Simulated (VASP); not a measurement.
# RbBr (C2) in VASP: single point with PBE

Aim: the single point of RbBr with PBE.

All numbers are computed with VASP 6.6.1; they aren't measurements. Logs are shortened: lines on timing, memory, paths and dates and some standing lists are left out, and cuts for length are marked.

**1. The cell of the first run**

Symmetry: C2, No. 5, monoclinic system. The conventional cell has a = 6.395 Å, b = 6.111 Å, c = 4.058 Å, α = 90.00°, β = 98.98°, γ = 90.00°. Rb (site symmetry 2) has 8 Br at 3.24 to 4.11 Å and 6 Rb at 4.06 to 4.42 Å within 4.5 Å. Within 4.5 Å of Br (site symmetry 2) lie 8 Rb at 3.24 to 4.11 Å and 6 Br at 4.06 to 4.42 Å.

**2. Single point, PBE (strained and its atoms moved)**

Contents of INCAR:

```
SYSTEM = RbBr
ALGO = Normal
EDIFF = 1E-7
ENCUT = 520
GGA = PE
ISIF = 2
ISMEAR = 0
LASPH = .TRUE.
LCHARG = .FALSE.
LREAL = .FALSE.
LWAVE = .FALSE.
NBANDS = 15
NELM = 80
PREC = Accurate
SIGMA = 0.02
```

Contents of KPOINTS:

```
k-points
0
G
  6 6 6
  0 0 0
```

Contents of POSCAR:

```
RbBr
1.0
    4.4150677541      0.0941158232      0.2368368370
    0.0941158232      4.4150677541      0.2368368370
    0.2368368370      0.2368368370      4.0437207971
Rb Br
1 1
Direct
    0.0428437672     -0.0428437672      0.0000000000
    0.4571562328      0.5428437672      0.5000000000
```

Potentials or basis: VASP PAW PBE potentials, release 64 (Rb_sv, Br).

Started as:

```
$ cat potpaw_PBE.64/Rb_sv/POTCAR potpaw_PBE.64/Br/POTCAR > POTCAR
$ mpirun -np 1 vasp_std > vasp.out
```

OUTCAR:

```text
SYSTEM = RbBr
   EDIFF = 1E-7
   ENCUT = 520
   GGA = PE
   ISIF = 2
   ISMEAR = 0
   LASPH = .TRUE.
   LREAL = .FALSE.
   NELM = 80
   PREC = Accurate

 ion  position               nearest neighbor table
   1  0.043  0.957  0.000-   2 3.24   2 3.24   2 3.55   2 3.55   2 4.08   2 4.08   2 4.11   2 4.11

   2  0.457  0.543  0.500-   1 3.24   1 3.24   1 3.55   1 3.55   1 4.08   1 4.08   1 4.11   1 4.11

  LATTYP: Found a base centered monoclinic cell.
 ALAT       =     6.3945163865
 B/A-ratio  =     0.9556232956
 C/A-ratio  =     0.6345387434
 COS(beta)  =    -0.1561418465

  Lattice vectors:

 A1 = (  -4.4150677541,  -0.0941158232,  -0.2368368370)
 A2 = (  -0.0941158232,  -4.4150677541,  -0.2368368370)
 A3 = (   0.2368368370,   0.2368368370,   4.0437207971)

Analysis of symmetry for initial positions (statically):
=====================================================================
 Subroutine PRICEL returns:
 Original cell was already a primitive cell.

 Routine SETGRP: Setting up the symmetry group for a
 base centered monoclinic supercell.

 Subroutine GETGRP returns: Found  2 space group operations
 (whereof  2 operations were pure point group operations)
 out of a pool of  4 trial point group operations.

The static configuration has the point symmetry C_2 .

Analysis of symmetry for dynamics (positions and initial velocities):
=====================================================================
 Subroutine PRICEL returns:
 Original cell was already a primitive cell.

 Routine SETGRP: Setting up the symmetry group for a
 base centered monoclinic supercell.

 Subroutine GETGRP returns: Found  2 space group operations
 (whereof  2 operations were pure point group operations)
 out of a pool of  4 trial point group operations.

The dynamic configuration has the point symmetry C_2 .

 Subroutine INISYM returns: Found  2 space group operations
 (whereof  2 operations are pure point group operations),
 and found     1 'primitive' translations

----------------------------------------------------------------------------------------

                                     Primitive cell

  volume of cell :      78.3030

  direct lattice vectors                    reciprocal lattice vectors
     4.415067754  0.094115823  0.236836837     0.227286499 -0.004143986 -0.013069242
     0.094115823  4.415067754  0.236836837    -0.004143986  0.227286499 -0.013069242
     0.236836837  0.236836837  4.043720797    -0.013069242 -0.013069242  0.248827900

  length of vectors
     4.422417071  4.422417071  4.057568392     0.227699649  0.227699649  0.249513395

  position of ions in fractional coordinates (direct lattice)
     0.042843767  0.957156233  0.000000000
     0.457156233  0.542843767  0.500000000

  ion indices of the primitive-cell ions
   primitive index   ion index
                 1           1
                 2           2

----------------------------------------------------------------------------------------

 KPOINTS: k-points

Automatic generation of k-mesh.
 Grid dimensions read from file:
 generate k-points for:    6    6    6

 Generating k-lattice:

  Cartesian coordinates                     Fractional coordinates (reciprocal lattice)
     0.037881083 -0.000690664 -0.002178207     0.166666667 -0.000000000  0.000000000
    -0.000690664  0.037881083 -0.002178207    -0.000000000  0.166666667  0.000000000
    -0.002178207 -0.002178207  0.041471317     0.000000000  0.000000000  0.166666667

  Length of vectors
     0.037949942  0.037949942  0.041585566

  Shift w.r.t. Gamma in fractional coordinates (k-lattice)
     0.000000000  0.000000000  0.000000000

 Subroutine IBZKPT returns following result:
 ===========================================

 Found     68 irreducible k-points:

 Following reciprocal coordinates:
            Coordinates               Weight
  0.000000  0.000000  0.000000      1.000000
  0.166667 -0.000000  0.000000      4.000000
  0.333333 -0.000000  0.000000      4.000000
  0.500000 -0.000000  0.000000      2.000000
  0.166667  0.166667 -0.000000      2.000000
  0.333333  0.166667  0.000000      4.000000
[... 16 lines left out ...]
 -0.333333  0.166667  0.166667      4.000000
 -0.166667  0.166667  0.166667      4.000000
 [... further k-points ...]
   k-points           NKPTS =     68   k-points in BZ     NKDIM =     68   number of bands    NBANDS=     15
   number of dos      NEDOS =    301   number of ions     NIONS =      2
   total plane-waves  NPLWV =  38880
   dimension x,y,z NGX =    36 NGY =   36 NGZ =   30
   dimension x,y,z NGXF=    72 NGYF=   72 NGZF=   60
   ions per type =               1   1
   NGX,Y,Z   is equivalent  to a cutoff of  13.53, 13.53, 12.29 a.u.
   NGXF,Y,Z  is equivalent  to a cutoff of  27.07, 27.07, 24.58 a.u.
 SYSTEM =  RbBr
   PREC   = accura    normal or accurate (medium, high low for compatibility)
   ISTART =      0    job   : 0-new  1-cont  2-samecut
   ICHARG =      2    charge: 1-file 2-atom 10-const
   ISPIN  =      1    spin polarized calculation?
   LNONCOLLINEAR =      F non collinear calculations
   LSORBIT =      F    spin-orbit coupling
   LASPH  =      T    aspherical Exc in radial PAW
   ENCUT  =  520.0 eV  38.22 Ry    6.18 a.u.   8.22  8.22  7.54*2*pi/ulx,y,z
   NELM   =     80;   NELMIN=  2; NELMDL= -5     # of ELM steps
   EDIFF  = 0.1E-06   stopping-criterion for ELM
   LREAL  =      F    real-space projection
   EDIFFG = 0.1E-05   stopping-criterion for IOM
   NSW    =      0    number of steps for IOM
   IBRION =     -1    ionic relax: 0-MD 1-quasi-New 2-CG
   NFREE  =      0    steps in history (QN), initial steepest desc. (CG)
   ISIF   =      2    stress and relaxation
   ISYM   =      2    0-nonsym 1-usesym 2-fastsym
   POTIM  = 0.5000    time-step for ionic-motion
   TEBEG  =    0.0;   TEEND  =   0.0 temperature during run
   PSTRESS=    0.0 pullay stress
   NELECT =      16.0000    total number of electrons
   NUPDOWN=      -1.0000    fix difference up-down
   EMIN   =  10.00;   EMAX   =-10.00  energy-range for DOS
   EFERMI =   0.00;   METHOD = LEGACY
   ISMEAR =     0;   SIGMA  =   0.02  broadening in eV -4-tet -1-fermi 0-gaus
   EFERMI_NEDOS =   21; number of points for ismear=-14 and -15
   IALGO  =     38    algorithm
   IMIX   =      4    mixing-type and parameters
     AMIX     =   0.40;   BMIX     =  1.00
     AMIX_MAG =   1.60;   BMIX_MAG =  1.00
  volume/ion in A,a.u.               =      39.15       264.21
  Fermi-wavevector in a.u.,A,eV,Ry     =   0.964248  1.822164 12.650345  0.929774
  Thomas-Fermi vector in A             =   2.093863
   LORBIT       =      0    0 simple, 1 ext, 2 COOP (PROOUT), +10 PAW based schemes
   GGA     = PE    functional components
   LHFCALC =     F    Hartree Fock is set to
   AEXX    =    0.0000 exact exchange contribution
   IVDW    =     0    specifies the selected vdW correction
   LEPSILON=     F    determine dielectric tensor
   LRPA    =     F    only Hartree local field effects (RPA)
 non-spin polarized calculation
 Gauss-broadening in eV      SIGMA  =   0.02
  energy-cutoff  :      520.00
  volume of cell :       78.30
 maximum number of plane-waves:      2129
 NGX is ok and might be reduce to    36
   NGX = 17   NGY = 17   NGZ = 15

 number of electron      16.0000000 magnetization

 Free energy of the ion-electron system (eV)
  ---------------------------------------------------
  ext. energy  EPLUGINS =         0.00000000
  ---------------------------------------------------
  free energy    TOTEN  =        -5.87113646 eV

  energy without entropy =       -5.87113646  energy(sigma->0) =       -5.87113646

 E-fermi :  -0.9241     XC(G=0):  -7.4164

 val. band max:       -1.0523455118   @ k =   0.5000   0.5000   0.0000
 cond. band min:       2.5996207905   @ k =   0.0000   0.0000   0.0000
 fundamental gap:      3.6519663023
 Fermi energy:        -0.9241483695

 k-point     1 :       0.0000    0.0000    0.0000
  band No.  band energies     occupation
      1     -26.3256      2.00000
      2     -13.6809      2.00000
      3     -10.3561      2.00000
      4     -10.3354      2.00000
      5     -10.3077      2.00000
      6      -1.5342      2.00000
      7      -1.4963      2.00000
      8      -1.0866      2.00000
      9       2.5996      0.00000
     10       4.7546      0.00000
     11       4.8563      0.00000
     12       7.9744      0.00000
     13       8.2748      0.00000
     14       8.9849      0.00000
     15      10.2281      0.00000

 k-point     2 :       0.1667   -0.0000    0.0000
  band No.  band energies     occupation
      1     -26.3233      2.00000
      2     -13.6847      2.00000
      3     -10.3746      2.00000
      4     -10.3267      2.00000
      5     -10.2989      2.00000
      6      -1.8478      2.00000
      7      -1.5199      2.00000
      8      -1.0991      2.00000
      9       3.1453      0.00000
     10       4.9424      0.00000
     11       5.1514      0.00000
     12       8.0751      0.00000
     13       8.3389      0.00000
     14       8.7453      0.00000
     15       9.7479      0.00000

 k-point     3 :       0.3333   -0.0000    0.0000
  band No.  band energies     occupation
      1     -26.3188      2.00000
      2     -13.6930      2.00000
      3     -10.3940      2.00000
      4     -10.3259      2.00000
      5     -10.2794      2.00000
      6      -2.3735      2.00000
      7      -1.5428      2.00000
      8      -1.1169      2.00000
      9       4.3061      0.00000
     10       5.3016      0.00000
     11       5.7618      0.00000
     12       7.7742      0.00000
     13       8.4676      0.00000
     14       8.8057      0.00000
     15       9.1320      0.00000
[... 343 lines left out ...]
 k-point    23 :      -0.3333    0.1667    0.1667
  band No.  band energies     occupation
      1     -26.3107      2.00000
      2     -13.6521      2.00000
      3     -10.4344      2.00000
      4     -10.3737      2.00000
      5     -10.3174      2.00000
      6      -2.2497      2.00000
      7      -1.6992      2.00000
      8      -1.4579      2.00000
      9       4.7609      0.00000
     10       5.8480      0.00000
     11       6.2027      0.00000
     12       7.1714      0.00000
     13       7.9868      0.00000
     14       8.1379      0.00000
     15       9.4332      0.00000

 k-point    24 :      -0.1667    0.1667    0.1667
  band No.  band energies     occupation
      1     -26.3150      2.00000
      2     -13.6609      2.00000
      3     -10.4007      2.00000
      4     -10.3869      2.00000
      5     -10.2993      2.00000
      6      -1.8789      2.00000
      7      -1.6805      2.00000
      8      -1.4629      2.00000
      9       3.9865      0.00000
     10       5.4857      0.00000
     11       5.7720      0.00000
     12       7.3679      0.00000
     13       7.8763      0.00000
     14       8.6095      0.00000
     15       9.7957      0.00000

 [... further k-points ...]

------------------------ aborting loop because EDIFF is reached ----------------------------------------

  FORCE on cell =-STRESS in cart. coord.  units (eV):
  Direction    XX          YY          ZZ          XY          YZ          ZX
  --------------------------------------------------------------------------------------
  -------------------------------------------------------------------------------------
  Total        0.0024862      0.0024862      1.1230694     -0.3984845      0.0115814      0.0115814
  in kB        0.0508703      0.0508703     22.9794112     -8.1534942      0.2369697      0.2369695
  external PRESSURE =       7.6937173 kB  Pullay stress =       0.0000000 kB

 VOLUME and BASIS-vectors are now :
 -----------------------------------------------------------------------------
  energy-cutoff  :      520.00
  volume of cell :       78.30
      direct lattice vectors                 reciprocal lattice vectors
     4.415067754  0.094115823  0.236836837     0.227286499 -0.004143986 -0.013069242
     0.094115823  4.415067754  0.236836837    -0.004143986  0.227286499 -0.013069242
     0.236836837  0.236836837  4.043720797    -0.013069242 -0.013069242  0.248827900

 POSITION                                       TOTAL-FORCE (eV/Angst)
 -----------------------------------------------------------------------------------
      0.27924      4.22994      0.23684        -0.296503      0.296503     -0.000000
      2.18788      2.55814      2.25870         0.296503     -0.296503      0.000000
 -----------------------------------------------------------------------------------
    total drift:                                0.000067     -0.000067     -0.000000

  FREE ENERGIE OF THE ION-ELECTRON SYSTEM (eV)
  ---------------------------------------------------
  free  energy   TOTEN  =        -5.8711364623 eV

  energy  without entropy=       -5.8711364623  energy(sigma->0) =       -5.87113646
```

It took 54 s on 1 thread of Intel Xeon Platinum 8375C at 2.90GHz (Ice Lake), shared host; peak memory 0.23 GiB.

What came out:

```yaml
Free_energy: -5.8711 eV
Pressure: 0.8 GPa
Largest_force: 0.419 eV/Å
Band_gap_on_the_k_mesh: 3.65 eV (least direct gap 3.69 eV)
```

Forces in eV/Å, atoms in the order of the input:
```
Rb  -0.297  0.297  0.000
Br   0.297 -0.297  0.000
```

Caveat: the cell differs from its parent crystal (strained and its atoms moved).
